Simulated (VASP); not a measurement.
# ZnO (P6_3mc) in VASP: notebook, part 2 of 2

VASP 6.6.1. Earlier steps stand in the parts before.

**3. Single point, PBE+D4 (volume scaled by 1.02)**

INCAR reads:

```
PREC     = Accurate       # precision mode
ENCUT    = 520            # plane-wave cutoff, eV
EDIFF    = 1E-6           # SCF threshold, eV
ISMEAR   = 0              # smearing method
SIGMA    = 0.05           # smearing width, eV
LREAL    = False          # projectors in reciprocal space
LASPH    = True           # aspherical terms in the spheres
NELM     = 60             # most SCF steps
ALGO     = Normal         # electronic algorithm
ISIF     = 2              # what is computed and relaxed
LWAVE    = False          # write WAVECAR
LCHARG   = False          # write CHGCAR
GGA      = PE             # functional
IVDW     = 13             # dispersion correction
NBANDS   = 26             # bands
```

KPOINTS reads:

```
Automatic mesh
0
Gamma
  8 8 6
```

POSCAR reads:

```
ZnO
1.0
    3.2734685568      0.0000000000      0.0000000000
   -1.6367342784      2.8349069287      0.0000000000
    0.0000000000      0.0000000000      5.2821858743
Zn O
2 2
Direct
    0.3333333333      0.6666666667      0.0015124609
    0.6666666667      0.3333333333      0.5015124609
    0.3333333333      0.6666666667      0.3805875391
    0.6666666667      0.3333333333      0.8805875391
```

Potentials or basis: VASP PAW PBE potentials, release 64 (Zn, O).

Run with:

```sh
$ cat potpaw_PBE.64/Zn/POTCAR potpaw_PBE.64/O/POTCAR > POTCAR
$ mpirun -np 1 vasp_std > vasp.out
```

It took 31 s on 1 thread of Intel Xeon Platinum 8259CL at 2.50GHz (Skylake/Cascade Lake), shared host; peak memory 0.18 GiB.

Results (log left out):

```
Free energy                : -18.7829 eV
Pressure                   : -1.5 GPa
Band gap on the k mesh     : 0.74 eV, direct
Dispersion energy per atom : -0.231 eV
```

Stress tensor (GPa, compression positive):
```
-1.58  0.00  0.00
 0.00 -1.58  0.00
 0.00  0.00 -1.47
```

Levels at points of the mesh, in eV from the valence-band top:
| k point | band 15 | band 16 | band 17 | band 18 | band 19 | band 20 | band 21 | band 22 |
| --- | --- | --- | --- | --- | --- | --- | --- | --- |
| (0.00, 0.00, 0.00) | -0.76 | -0.08 | 0.00 | 0.00 | 0.74 | 5.11 | 8.09 | 12.76 |
| (0.50, 0.00, 0.00) | -2.74 | -2.16 | -1.24 | -0.80 | 5.65 | 6.83 | 7.53 | 8.31 |
| (0.00, 0.00, 0.50) | -0.38 | -0.38 | -0.38 | -0.38 | 3.38 | 3.38 | 9.94 | 9.94 |
| (0.50, 0.00, 0.50) | -1.44 | -1.44 | -1.33 | -1.33 | 5.65 | 5.65 | 8.26 | 8.26 |

Caveat: the cell differs from its parent crystal (volume scaled by 1.02).

**4. Single point, RPBE (volume scaled by 0.98)**

INCAR, as its differences from that of step 3:

```diff
@@ -12,4 +12,3 @@
 LCHARG   = False          # write CHGCAR
-GGA      = PE             # functional
-IVDW     = 13             # dispersion correction
+GGA      = RP             # functional
 NBANDS   = 26             # bands
```

KPOINTS reads:

```
regular mesh
0
Gamma
  8 8 6
```

POSCAR reads:

```
ZnO
1.0
    3.2966983220      0.0000000000      0.0000000000
   -1.6483491610      2.8550244955      0.0000000000
    0.0000000000      0.0000000000      5.3158706006
Zn O
2 2
Direct
    0.3333333333      0.6666666667      0.0014489168
    0.6666666667      0.3333333333      0.5014489168
    0.3333333333      0.6666666667      0.3806510832
    0.6666666667      0.3333333333      0.8806510832
```

Run with:

```sh
$ cat potpaw_PBE.64/Zn/POTCAR potpaw_PBE.64/O/POTCAR > POTCAR
$ mpirun -np 1 vasp_std > vasp.out
```

Wall time 47 s (1 thread of Intel Xeon Platinum 8259CL at 2.50GHz (Skylake/Cascade Lake), shared host); peak memory 0.19 GiB.

It converged, with:

```
Free energy            : -16.3620 eV
Pressure               : 3.4 GPa
Largest force          : 0.006 eV/Å
Band gap on the k mesh : 0.80 eV, direct
```

Forces on the atoms (eV/Å):
```
Zn   0.000  0.000 -0.006
Zn   0.000  0.000 -0.006
O    0.000  0.000  0.006
O    0.000  0.000  0.006
```

Stress tensor (GPa, compression positive):
```
3.37 0.00 0.00
0.00 3.37 0.00
0.00 0.00 3.46
```

Levels at points of the mesh, in eV from the valence-band top:
```tsv
k point	band 15	band 16	band 17	band 18	band 19	band 20	band 21	band 22
(0.00, 0.00, 0.00)	-0.74	-0.07	0.00	0.00	0.80	5.14	8.15	12.75
(0.50, 0.00, 0.00)	-2.66	-2.09	-1.20	-0.77	5.64	6.93	7.63	8.25
(0.00, 0.00, 0.50)	-0.36	-0.36	-0.36	-0.36	3.41	3.41	9.98	9.98
(0.50, 0.00, 0.50)	-1.40	-1.40	-1.28	-1.28	5.73	5.73	8.24	8.24
```

Caveat: the cell differs from its parent crystal (volume scaled by 0.98); the PAW data sets were made with another functional, which shifts forces and pressure a little.

**5. Single point, PBE+D4 (volume scaled by 1.04)**

INCAR reads:

```
SYSTEM = ZnO
  PREC = Accurate
  ENCUT = 520
  EDIFF = 1E-7
  ISMEAR = 0
  SIGMA = 0.05
  LREAL = .False.
  LASPH = .True.
  NELM = 80
  ALGO = Normal
  ISIF = 2
  LWAVE = .False.
  LCHARG = .True.
  GGA = PE
  IVDW = 13
  LELF = .True.
  LVHAR = .True.
  NBANDS = 26
```

KPOINTS reads:

```
Automatic mesh
0
Gamma
  8 8 6
  0 0 0
```

POSCAR reads:

```
ZnO
1.0
    3.2947254418      0.0000000000      0.0000000000
   -1.6473627209      2.8533159311      0.0000000000
    0.0000000000      0.0000000000      5.3164867437
Zn O
2 2
Direct
    0.3333333333      0.6666666667      0.0015124609
    0.6666666667      0.3333333333      0.5015124609
    0.3333333333      0.6666666667      0.3805875391
    0.6666666667      0.3333333333      0.8805875391
```

Run with:

```sh
$ cat potpaw_PBE.64/Zn/POTCAR potpaw_PBE.64/O/POTCAR > POTCAR
$ mpirun -np 1 vasp_std > vasp.out
```

Wall time 52 s (1 thread of Intel Xeon Platinum 8259CL at 2.50GHz (Skylake/Cascade Lake), shared host); peak memory 0.19 GiB.

Results (log left out):

```yaml
Free_energy: -18.7671 eV
Pressure: -3.9 GPa
Band_gap_on_the_k_mesh: 0.71 eV, direct
Dispersion_energy_per_atom: -0.226 eV
```

Stress tensor (GPa, compression positive):
```
-3.99  0.00  0.00
 0.00 -3.99  0.00
 0.00  0.00 -3.87
```

Levels at points of the mesh, in eV from the valence-band top:
```
           k point  band 14  band 15  band 16  band 17  band 18  band 19  band 20  band 21  band 22  band 23
(0.00, 0.00, 0.00)    -0.74    -0.74    -0.07     0.00     0.00     0.71     5.04     8.03    12.66    12.66
(0.50, 0.00, 0.00)    -3.39    -2.68    -2.10    -1.21    -0.78     5.56     6.80     7.51     8.17    10.33
(0.00, 0.00, 0.50)    -2.22    -0.36    -0.36    -0.36    -0.36     3.33     3.33     9.86     9.86    12.94
(0.50, 0.00, 0.50)    -3.66    -1.40    -1.40    -1.29    -1.29     5.61     5.61     8.15     8.15    11.10
```

Caveat: the cell differs from its parent crystal (volume scaled by 1.04).

**6. Single point, RPBE**

This run uses another cell than the first one, of 12.65 Å³/atom, 1.026 times its volume.

INCAR reads:

```
SYSTEM = ZnO
PREC = Accurate
ENCUT = 520
EDIFF = 1E-6
ISMEAR = 0
SIGMA = 0.05
LREAL = .False.
LASPH = .True.
NELM = 80
ALGO = Normal
ISIF = 2
LWAVE = .False.
LCHARG = .False.
GGA = RP
NBANDS = 26
```

KPOINTS reads:

```
regular mesh
0
Gamma
  8 8 6
  0 0 0
```

POSCAR reads:

```
ZnO
1.0
    3.3093379584      0.0000000000      0.0000000000
   -1.6546689792      2.8659707417      0.0000000000
    0.0000000000      0.0000000000      5.3362518018
Zn O
2 2
Direct
    0.3333333333      0.6666666667      0.0014489168
    0.6666666667      0.3333333333      0.5014489168
    0.3333333333      0.6666666667      0.3806510832
    0.6666666667      0.3333333333      0.8806510832
```

Potentials or basis: VASP PAW PBE potentials, release 64 (Zn, O).

Run with:

```sh
$ cat potpaw_PBE.64/Zn/POTCAR potpaw_PBE.64/O/POTCAR > POTCAR
$ mpirun -np 1 vasp_std > vasp.out
```

It took 46 s on 1 thread of Intel Xeon Platinum 8259CL at 2.50GHz (Skylake/Cascade Lake), shared host; peak memory 0.19 GiB.

Results (log left out):

- Free energy: -16.3719 eV
- Pressure: 1.9 GPa
- Largest force: 0.006 eV/Å
- Band gap on the k mesh: 0.79 eV, direct

Forces on the atoms (eV/Å):
```
Zn   0.000  0.000 -0.006
Zn   0.000  0.000 -0.006
O    0.000  0.000  0.006
O    0.000  0.000  0.006
```

Stress tensor (GPa, compression positive):
```
1.89 0.00 0.00
0.00 1.89 0.00
0.00 0.00 1.99
```

Levels at points of the mesh, in eV from the valence-band top:
```
           k point  band 14  band 15  band 16  band 17  band 18  band 19  band 20  band 21  band 22  band 23
(0.00, 0.00, 0.00)    -0.72    -0.72    -0.07     0.00     0.00     0.79     5.09     8.11    12.69    12.69
(0.50, 0.00, 0.00)    -3.33    -2.63    -2.05    -1.18    -0.76     5.59     6.92     7.62     8.17    10.39
(0.00, 0.00, 0.50)    -2.19    -0.36    -0.36    -0.36    -0.36     3.39     3.39     9.93     9.93    12.96
(0.50, 0.00, 0.50)    -3.62    -1.37    -1.37    -1.26    -1.26     5.70     5.70     8.18     8.18    11.17
```

Caveat: the PAW data sets were made with another functional, which shifts forces and pressure a little.

**7. Overview**

```tsv
level	cell	gap on the mesh (eV)	pressure (GPa)	largest force (eV/Å)
revPBE+D3(BJ)	a = 3.280, b = 3.280, c = 5.293 Å, angles 90.0, 90.0, 120.0°, 4 atoms	0.80	-1.6	-
PBE+D4	a = 3.273, b = 3.273, c = 5.282 Å, angles 90.0, 90.0, 120.0°, 4 atoms	0.74	-1.5	-
RPBE	a = 3.297, b = 3.297, c = 5.316 Å, angles 90.0, 90.0, 120.0°, 4 atoms	0.80	3.4	0.01
PBE+D4	a = 3.295, b = 3.295, c = 5.316 Å, angles 90.0, 90.0, 120.0°, 4 atoms	0.71	-3.9	-
RPBE	a = 3.309, b = 3.309, c = 5.336 Å, angles 90.0, 90.0, 120.0°, 4 atoms	0.79	1.9	0.01
```

Alike in all rows: task single point; potentials or basis VASP PAW PBE potentials, release 64 (Zn, O); no spin polarisation; k mesh 8 × 8 × 6; cutoff (eV) 520; smearing gaussian 0.05 eV.

Caveats: the PAW data sets were made with another functional, which shifts forces and pressure a little (some runs).

Absolute energies hang on the potentials; compare differences alone.

**8. Against experiment**

Step 6. Against the measured gap of ZnO, 3.37 eV (quoted in “Electronic structure of alkaline earth and post-transition metal oxides”, 2009, arxiv:0908.1581), the calculated 0.79 eV is off by -2.58 eV. So large a miss can be the level of theory's own, or it may mean another phase, state or a wrong row. The value is that of RPBE, without temperature or zero-point motion. Semilocal functionals fall short of measured gaps as a rule.
